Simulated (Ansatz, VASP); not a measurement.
Hg: VASP beside Ansatz

File INCAR:

```
SYSTEM = Hg
ALGO = Normal
EDIFF = 1E-8
ENCUT = 520
GGA = PS
ISIF = 2
ISMEAR = -1
LASPH = .TRUE.
LCHARG = .FALSE.
LEFG = .TRUE.
LREAL = .FALSE.
LWAVE = .FALSE.
NBANDS = 25
NELM = 100
PREC = Accurate
SIGMA = 0.05
```

File KPOINTS:

```
k-points
0
G
  8 8 9
  0 0 0
```

POSCAR

```
Hg
1.0
    4.5400020208      0.0000000000      0.0000000000
   -2.2700010104      3.9317570832      0.0000000000
    0.0000000000      0.0000000000      3.8700000000
Hg
3
Direct
    0.3333333333      0.6666666667      0.5000000000
    0.0000000000      0.0000000000      0.0000000000
    0.6666666667      0.3333333333      0.5000000000
```

Input for Ansatz:

```yaml
crystal:
  lattice:
    - [4.5400020208, 0.0, 0.0]
    - [-2.2700010104, 3.9317570832, 0.0]
    - [0.0, 0.0, 3.87]
  atoms:
    - { symbol: Hg, position: [0.3333333333, 0.6666666667, 0.5] }
    - { symbol: Hg, position: [0.0, 0.0, 0.0] }
    - { symbol: Hg, position: [0.6666666667, 0.3333333333, 0.5] }
kpoints:
  mp_grid: { grid: [8, 8, 9] }
  band_path:
    path:
      - [0.0, 0.0, 0.0]
      - [0.5, 0.0, 0.0]
      - [0.3333333333, 0.3333333333, 0.0]
      - [0.0, 0.0, 0.0]
      - [0.0, 0.0, 0.5]
      - [0.5, 0.0, 0.5]
      - [0.3333333333, 0.3333333333, 0.5]
      - [0.0, 0.0, 0.5]
      - [0.5, 0.0, 0.5]
    npoints: 8
scf:
  occupations: { method: fermi_dirac, width: 0.05 }
hamiltonian:
  xc: pbesol
  pseudopotentials: { kind: all_electron, datasets: crystal }
output:
  forces: true
  stress: true
  eigenvalues: true
  efg: { contact_densities: true }
```

Alike in both runs: task electric field gradients; functional PBEsol; k mesh 8 × 8 × 9; occupations fermi-dirac, width 0.05 eV; no spin polarisation.

```csv
,VASP,Ansatz
version,VASP 6.6.1,Ansatz 0.2.0
potentials or method,"VASP PAW PBE potentials, release 64 (Hg), cutoff 520 eV","all-electron PAW with datasets made for the crystal, scalar-relativistic"
```

|  | VASP | Ansatz | Ansatz less VASP |
| --- | --- | --- | --- |
| pressure (GPa) | 8.6 | 7.8 | -0.82 |
| traceless stress, the component that is largest in VASP (GPa) | -8.87 | -8.29 | +0.575 |
| size of Vzz on the site where it differs most (V/Å²) | 338.4 | 255.9 | -82.49 |

VASP's potentials were made for PBE, not for PBEsol. Ansatz ran all-electron here, and VASP with PAW potentials.

Neither program's run includes spin-orbit coupling.
